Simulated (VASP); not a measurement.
# Cs (Im-3m) in VASP: further runs

Cs is run at these levels: LDA; tasks: electric field gradients.

All numbers are computed with VASP 6.6.1; they aren't measurements. Logs are shortened: lines on timing, memory, paths and dates and some standing lists are left out, and cuts for length are marked.

### Step 1. The cell of the first run

Symmetry: Im-3m, No. 229, cubic system. The conventional cell has a = 5.922 Å, b = 5.922 Å, c = 5.922 Å, α = 90.00°, β = 90.00°, γ = 90.00°.

### Step 2. Electric field gradients, LDA (volume scaled by 0.94)

INCAR

```
PREC = Accurate ; ENCUT = 520
EDIFF = 1E-8 ; ISMEAR = -1
SIGMA = 0.05 ; LREAL = False
LASPH = True ; NELM = 100
ALGO = Normal ; ISIF = 2
LWAVE = False ; LCHARG = False
LEFG = True ; NBANDS = 10
```

KPOINTS

```
Automatic mesh
0
Gamma
  9 9 9
```

POSCAR

```
Cs
1.0
   -2.9607990136      2.9607990136      2.9607990136
    2.9607990136     -2.9607990136      2.9607990136
    2.9607990136      2.9607990136     -2.9607990136
Cs
1
Direct
    0.0000000000      0.0000000000      0.0000000000
```

Potentials or basis: VASP PAW LDA potentials, release 64 (Cs_sv).

The run is started by

```sh
cat potpaw_LDA.64/Cs_sv/POTCAR > POTCAR
mpirun -np 1 vasp_std > vasp.out
```

OUTCAR:

```text
PREC = Accurate
   ENCUT = 520
   EDIFF = 1E-8
   ISMEAR = -1
   LREAL = False
   LASPH = True
   NELM = 100
   ISIF = 2

 ion  position               nearest neighbor table
   1  0.000  0.000  0.000-

  LATTYP: Found a body centered cubic cell.
 ALAT       =     5.9215980272

  Lattice vectors:

 A1 = (  -2.9607990136,   2.9607990136,   2.9607990136)
 A2 = (   2.9607990136,  -2.9607990136,   2.9607990136)
 A3 = (   2.9607990136,   2.9607990136,  -2.9607990136)

Analysis of symmetry for initial positions (statically):
=====================================================================
 Subroutine PRICEL returns:
 Original cell was already a primitive cell.

 Routine SETGRP: Setting up the symmetry group for a
 body centered cubic supercell.

 Subroutine GETGRP returns: Found 48 space group operations
[... 9 lines left out ...]

 Routine SETGRP: Setting up the symmetry group for a
 body centered cubic supercell.

 Subroutine GETGRP returns: Found 48 space group operations
[... 11 lines left out ...]
                                     Primitive cell

  volume of cell :     103.8214

  direct lattice vectors                    reciprocal lattice vectors
    -2.960799014  2.960799014  2.960799014     0.000000000  0.168873334  0.168873334
     2.960799014 -2.960799014  2.960799014     0.168873334  0.000000000  0.168873334
     2.960799014  2.960799014 -2.960799014     0.168873334  0.168873334  0.000000000

  length of vectors
     5.128254323  5.128254323  5.128254323     0.238822959  0.238822959  0.238822959

  position of ions in fractional coordinates (direct lattice)
     0.000000000  0.000000000  0.000000000

  ion indices of the primitive-cell ions
   primitive index   ion index
                 1           1

----------------------------------------------------------------------------------------

 KPOINTS: Automatic mesh

Automatic generation of k-mesh.
 Grid dimensions read from file:
 generate k-points for:    9    9    9

 Generating k-lattice:

  Cartesian coordinates                     Fractional coordinates (reciprocal lattice)
[... 89 lines left out ...]
   LEPSILON=     F    determine dielectric tensor
   LRPA    =     F    only Hartree local field effects (RPA)
 non-spin polarized calculation
  energy-cutoff  :      520.00
  volume of cell :      103.82
 maximum number of plane-waves:      2817
 NGX is ok and might be reduce to    40
   NGX = 19   NGY = 19   NGZ = 19

 number of electron       9.0000001 magnetization

 Free energy of the ion-electron system (eV)
  ---------------------------------------------------
  ext. energy  EPLUGINS =         0.00000000
  ---------------------------------------------------
  free energy    TOTEN  =        -0.99518179 eV

  energy without entropy =       -0.98487492  energy(sigma->0) =       -0.99002836

 E-fermi :   0.5484     XC(G=0):  -5.8128

 val. band max:        0.4325326817   @ k =   0.4444   0.0000   0.0000
 cond. band min:       0.5577330428   @ k =  -0.3333   0.4444   0.1111
 fundamental gap:      0.1252003611
 Fermi energy:         0.5483871798

 k-point     1 :       0.0000    0.0000    0.0000
  band No.  band energies     occupation
      1     -23.2172      2.00000
      2      -9.9330      2.00000
      3      -9.9330      2.00000
      4      -9.9330      2.00000
      5      -1.2407      2.00000
      6       3.0295      0.00000
      7       3.0295      0.00000
      8       3.0295      0.00000
      9       4.0040      0.00000
     10       4.0040      0.00000
[... 287 lines left out ...]
 k-point    24 :      -0.4444   -0.4444    0.1111
  band No.  band energies     occupation
      1     -23.2040      2.00000
      2     -10.1119      2.00000
      3     -10.0280      2.00000
      4      -9.9647      2.00000
      5       0.9251      0.00107
      6       1.4728      0.00000
      7       2.1614      0.00000
      8       3.2329      0.00000
      9       4.3029      0.00000
     10       5.1485      0.00000

 [... further k-points ...]
[... 5 lines left out ...]
  --------------------------------------------------------------------------------------
  -------------------------------------------------------------------------------------
  Total       -0.1174861     -0.1174861     -0.1174861      0.0000000      0.0000000     -0.0000000
  in kB       -1.8130528     -1.8130528     -1.8130528      0.0000000      0.0000000     -0.0000000
  external PRESSURE =      -1.8130528 kB  Pullay stress =       0.0000000 kB

 VOLUME and BASIS-vectors are now :
 -----------------------------------------------------------------------------
  energy-cutoff  :      520.00
  volume of cell :      103.82
      direct lattice vectors                 reciprocal lattice vectors
    -2.960799014  2.960799014  2.960799014     0.000000000  0.168873334  0.168873334
     2.960799014 -2.960799014  2.960799014     0.168873334  0.000000000  0.168873334
     2.960799014  2.960799014 -2.960799014     0.168873334  0.168873334  0.000000000

 POSITION                                       TOTAL-FORCE (eV/Angst)
 -----------------------------------------------------------------------------------
      0.00000      0.00000      0.00000        -0.000000      0.000000      0.000000
 -----------------------------------------------------------------------------------
    total drift:                               -0.000000     -0.000000     -0.000000

  FREE ENERGIE OF THE ION-ELECTRON SYSTEM (eV)
  ---------------------------------------------------
  free  energy   TOTEN  =        -0.9951817932 eV

  energy  without entropy=       -0.9848749193  energy(sigma->0) =       -0.99002836

 Electric field gradients (V/A^2)
---------------------------------------------------------------------
 ion       V_xx      V_yy      V_zz      V_xy      V_xz      V_yz
---------------------------------------------------------------------
   1      -0.000    -0.000    -0.000    -0.000    -0.000    -0.000
---------------------------------------------------------------------

 Electric field gradients after diagonalization (V/A^2)
 (convention: |V_zz| > |V_xx| > |V_yy|)
----------------------------------------------------------------------
 ion       V_xx      V_yy      V_zz     asymmetry (V_yy - V_xx)/ V_zz
----------------------------------------------------------------------
   1       0.000     0.000    -0.001       0.000
----------------------------------------------------------------------

           NMR quadrupolar parameters

 Cq : quadrupolar parameter    Cq=e*Q*V_zz/h
 eta: asymmetry parameters     (V_yy - V_xx)/ V_zz
 Q  : nuclear electric quadrupole moment in mb (millibarn)
----------------------------------------------------------------------
 ion       Cq(MHz)       eta       Q (mb)
----------------------------------------------------------------------
   1      -0.000       0.000       1.000
----------------------------------------------------------------------
```

OSZICAR:

```text
N       E                     dE             d eps       ncg     rms          rms(c)
DAV:   1     0.494533034453E+02    0.49453E+02   -0.30908E+03   700   0.648E+02
DAV:   2     0.349172411798E+01   -0.45962E+02   -0.44320E+02   858   0.110E+02
DAV:   3    -0.936951515367E+00   -0.44287E+01   -0.44242E+01   812   0.398E+01
DAV:   4    -0.996182853373E+00   -0.59231E-01   -0.59221E-01   914   0.554E+00
DAV:   5    -0.996466533176E+00   -0.28368E-03   -0.28367E-03   898   0.343E-01    0.135E-01
DAV:   6    -0.995414701853E+00    0.10518E-02   -0.17520E-03   930   0.189E-01    0.834E-02
DAV:   7    -0.995144893157E+00    0.26981E-03   -0.24793E-03   842   0.223E-01    0.367E-02
DAV:   8    -0.995180971760E+00   -0.36079E-04   -0.58377E-05   806   0.496E-02    0.398E-03
DAV:   9    -0.995181689150E+00   -0.71739E-06   -0.25728E-06   874   0.810E-03    0.238E-03
DAV:  10    -0.995181791165E+00   -0.10201E-06   -0.44492E-07   810   0.330E-03    0.304E-04
DAV:  11    -0.995181793220E+00   -0.20553E-08   -0.32915E-09   772   0.351E-04
   1 F= -.99518179E+00 E0= -.99002836E+00  d E =-.103069E-01
```

Wall time 9.8 s (1 thread of Intel Xeon 6975P-C (Granite Rapids), shared host); peak memory 0.2 GiB.

Results:

* Free energy: -0.9952 eV
* Pressure: -0.2 GPa

Caveat: without QUAD_EFG the Cq values of the log hold for a quadrupole moment of 1 mb, not for the nuclei; spin-orbit coupling is left out, which moves the levels of the heavy elements.

### Step 3. Electric field gradients, LDA (volume scaled by 0.96)

INCAR

```
ALGO     = Normal         # electronic algorithm
EDIFF    = 1E-8           # SCF threshold, eV
ENCUT    = 520            # plane-wave cutoff, eV
ISIF     = 2              # what is computed and relaxed
ISMEAR   = -1             # smearing method
LASPH    = T              # aspherical terms in the spheres
LCHARG   = F              # write CHGCAR
LEFG     = T            
LREAL    = F              # projectors in reciprocal space
LWAVE    = F              # write WAVECAR
NBANDS   = 10             # bands
NELM     = 60             # most SCF steps
PREC     = Accurate       # precision mode
SIGMA    = 0.05           # smearing width, eV
```

KPOINTS

```
k-points
0
Gamma
  9 9 9
```

POSCAR

```
Cs
1.0
   -2.9816503979      2.9816503979      2.9816503979
    2.9816503979     -2.9816503979      2.9816503979
    2.9816503979      2.9816503979     -2.9816503979
Cs
1
Direct
    0.0000000000      0.0000000000      0.0000000000
```

Potentials or basis: VASP PAW LDA potentials, release 64 (Cs_sv).

The run is started by

```sh
cat potpaw_LDA.64/Cs_sv/POTCAR > POTCAR
mpirun -np 1 vasp_std > vasp.out
```

OUTCAR:

```text
EDIFF = 1E-8
   ENCUT = 520
   ISIF = 2
   ISMEAR = -1
   LASPH = T
   LREAL = F
   NELM = 60
   PREC = Accurate

 ion  position               nearest neighbor table
   1  0.000  0.000  0.000-

  LATTYP: Found a body centered cubic cell.
 ALAT       =     5.9633007958

  Lattice vectors:

 A1 = (  -2.9816503979,   2.9816503979,   2.9816503979)
 A2 = (   2.9816503979,  -2.9816503979,   2.9816503979)
 A3 = (   2.9816503979,   2.9816503979,  -2.9816503979)

Analysis of symmetry for initial positions (statically):
=====================================================================
 Subroutine PRICEL returns:
 Original cell was already a primitive cell.

 Routine SETGRP: Setting up the symmetry group for a
 body centered cubic supercell.

 Subroutine GETGRP returns: Found 48 space group operations
[... 491 lines left out ...]
  external PRESSURE =      -2.2021252 kB  Pullay stress =       0.0000000 kB

 VOLUME and BASIS-vectors are now :
 -----------------------------------------------------------------------------
  energy-cutoff  :      520.00
  volume of cell :      106.03
      direct lattice vectors                 reciprocal lattice vectors
    -2.981650398  2.981650398  2.981650398     0.000000000  0.167692363  0.167692363
     2.981650398 -2.981650398  2.981650398     0.167692363  0.000000000  0.167692363
     2.981650398  2.981650398 -2.981650398     0.167692363  0.167692363  0.000000000

 POSITION                                       TOTAL-FORCE (eV/Angst)
 -----------------------------------------------------------------------------------
      0.00000      0.00000      0.00000         0.000000     -0.000000      0.000000
 -----------------------------------------------------------------------------------
    total drift:                               -0.000000     -0.000000     -0.000000

  FREE ENERGIE OF THE ION-ELECTRON SYSTEM (eV)
  ---------------------------------------------------
  free  energy   TOTEN  =        -0.9925099363 eV

  energy  without entropy=       -0.9822936593  energy(sigma->0) =       -0.98740180

 Electric field gradients (V/A^2)
---------------------------------------------------------------------
 ion       V_xx      V_yy      V_zz      V_xy      V_xz      V_yz
---------------------------------------------------------------------
   1       0.000     0.000     0.000    -0.000    -0.000    -0.000
---------------------------------------------------------------------

 Electric field gradients after diagonalization (V/A^2)
 (convention: |V_zz| > |V_xx| > |V_yy|)
----------------------------------------------------------------------
 ion       V_xx      V_yy      V_zz     asymmetry (V_yy - V_xx)/ V_zz
----------------------------------------------------------------------
   1       0.000     0.000    -0.001       0.000
----------------------------------------------------------------------

           NMR quadrupolar parameters

 Cq : quadrupolar parameter    Cq=e*Q*V_zz/h
 eta: asymmetry parameters     (V_yy - V_xx)/ V_zz
 Q  : nuclear electric quadrupole moment in mb (millibarn)
----------------------------------------------------------------------
 ion       Cq(MHz)       eta       Q (mb)
----------------------------------------------------------------------
   1      -0.000       0.000       1.000
----------------------------------------------------------------------
```

OSZICAR:

```text
N       E                     dE             d eps       ncg     rms          rms(c)
DAV:   1     0.500087679398E+02    0.50009E+02   -0.29595E+03   700   0.633E+02
DAV:   2     0.355156550071E+01   -0.46457E+02   -0.45336E+02   904   0.109E+02
DAV:   3    -0.930318884753E+00   -0.44819E+01   -0.44739E+01   822   0.401E+01
DAV:   4    -0.993263420654E+00   -0.62945E-01   -0.62926E-01   872   0.553E+00
DAV:   5    -0.993612341269E+00   -0.34892E-03   -0.34891E-03   950   0.376E-01    0.133E-01
DAV:   6    -0.992681546297E+00    0.93079E-03   -0.16038E-03   872   0.180E-01    0.830E-02
DAV:   7    -0.992473542111E+00    0.20800E-03   -0.24834E-03   898   0.223E-01    0.365E-02
DAV:   8    -0.992509104353E+00   -0.35562E-04   -0.64268E-05   798   0.520E-02    0.395E-03
DAV:   9    -0.992509784906E+00   -0.68055E-06   -0.11622E-06   966   0.545E-03    0.207E-03
DAV:  10    -0.992509933867E+00   -0.14896E-06   -0.30633E-07   794   0.255E-03    0.320E-04
DAV:  11    -0.992509936303E+00   -0.24355E-08   -0.69851E-09   712   0.439E-04
   1 F= -.99250994E+00 E0= -.98740180E+00  d E =-.102163E-01
```

stdout:

```text
POSCAR found type information on POSCAR Cs
 POSCAR found :  1 types and       1 ions
 scaLAPACK will be used
 LDA part: xc-table for (Slater(with rela. corr.)+CA(PZ))
 , standard interpolation
 POSCAR, INCAR and KPOINTS ok, starting setup
 FFT: planning ... GRIDC
 FFT: planning ... GRID_SOFT
 FFT: planning ... GRID
 WAVECAR not read
 entering main loop
ion   1
```

Run time: 14 s. Hardware: 1 thread of Intel Xeon 6975P-C (Granite Rapids), shared host; peak memory 0.2 GiB.

Results:

| Item | Value |
| --- | --- |
| Free energy | -0.9925 eV |
| Pressure | -0.2 GPa |

Caveat: without QUAD_EFG the Cq values of the log hold for a quadrupole moment of 1 mb, not for the nuclei; spin-orbit coupling is left out, which moves the levels of the heavy elements.
